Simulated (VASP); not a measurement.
Wanted: the native input for a VASP 6.6.1 run.

| Quantity | Value |
| --- | --- |
| Task | single point |
| Functional | PBEsol |
| Potentials or basis | VASP PAW PBE potentials, release 64 (Ti_sv, Al) |
| Cutoff | 520 eV |
| k mesh | 16 × 16 × 16 |
| Occupations | gaussian, width 0.15 eV |
| Spin | no spin polarisation |
| Dipole correction | no |
| Further INCAR settings | ALGO = Fast; EDIFF = 1e-06; NBANDS = 14 |

The structure of TiAl lies in POSCAR:

```
TiAl
1.0
    3.3140491236      0.0000000000      0.0000000000
    0.0000000000      3.3140491236      0.0000000000
    0.0000000000      0.0000000000      3.0913450225
Ti Al
1 1
Direct
    0.0000000000      0.0000000000      0.0000000000
    0.5000000000      0.5000000000      0.5000000000
```

The input as run:

INCAR

```
PREC = Accurate
ENCUT = 520
EDIFF = 1E-6
ISMEAR = 0
SIGMA = 0.15
LREAL = F
LASPH = T
NELM = 60
ALGO = Fast
ISIF = 2
LWAVE = F
LCHARG = F
GGA = PS
NBANDS = 14
```

KPOINTS

```
Automatic mesh
0
Gamma
  16 16 16
```

Potentials or basis: VASP PAW PBE potentials, release 64 (Ti_sv, Al).

Launch:

```console
$ cat potpaw_PBE.64/Ti_sv/POTCAR potpaw_PBE.64/Al/POTCAR > POTCAR
$ mpirun -np 1 vasp_std > vasp.out
```

It gave:

The pressure is -7.6 GPa. The band gap on the k mesh is zero (an odd number of electrons rules out a gap without spin polarisation).

Caveat: the cell stands under tension; the PAW data sets were made with another functional, which shifts forces and pressure a little.

It took 5.9 min on 1 thread of Intel Xeon 8259CL, with other jobs on the host, peak memory 0.31 GiB.
